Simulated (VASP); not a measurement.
A run of VASP 6.6.1 is set up as follows.

File INCAR:

```
  PREC = Accurate
  ENCUT = 700
  EDIFF = 1E-6
  ISMEAR = 0
  SIGMA = 0.1
  LREAL = F
  LASPH = T
  NELM = 120
  ALGO = Normal
  ISIF = 2
  LWAVE = F
  LCHARG = T
  GGA = PE
  LELF = T
  LVHAR = T
  NBANDS = 39
  GGA_COMPAT = F
```

The input KPOINTS:

```
regular mesh
0
Gamma
  6 6 2
```

The input POSCAR:

```
Ta2Bi2O
1.0
    5.2573053432      0.0000000000      0.0000000000
   -2.6286526716      4.5529599827      0.0000000000
    0.0000000000      0.0000000000      6.4410057926
Ta Bi O
2 2 1
Direct
    0.0000000000      0.0000000000      0.2493467665
    0.0000000000      0.0000000000     -0.1573437242
    0.3333333333      0.6666666667      1.0460167010
    0.6666666667      0.3333333333      1.0460167010
    0.0000000000      0.0000000000      0.5460144858
```

Potentials or basis: VASP PAW PBE potentials, release 64 (Ta_sv_GW, Bi_d, O).

Run with:

```sh
$ cat potpaw_PBE.64/Ta_sv_GW/POTCAR potpaw_PBE.64/Bi_d/POTCAR potpaw_PBE.64/O/POTCAR > POTCAR
$ mpirun -np 1 vasp_std > vasp.out
```

Estimate the pressure.

0.0 GPa.

Estimate the band gap on the k mesh.

zero (bands 31 and 32 overlap by 0.18 eV).

Forces on the atoms (eV/Å):
```
Ta   0.000  0.000 -0.049
Ta   0.000  0.000  0.051
Bi   0.000  0.000  0.000
Bi   0.000  0.000  0.000
O    0.000  0.000 -0.003
```

Caveat: the k points lie up to 0.49 Å⁻¹ apart; spin-orbit coupling is left out, which moves the levels of the heavy elements.
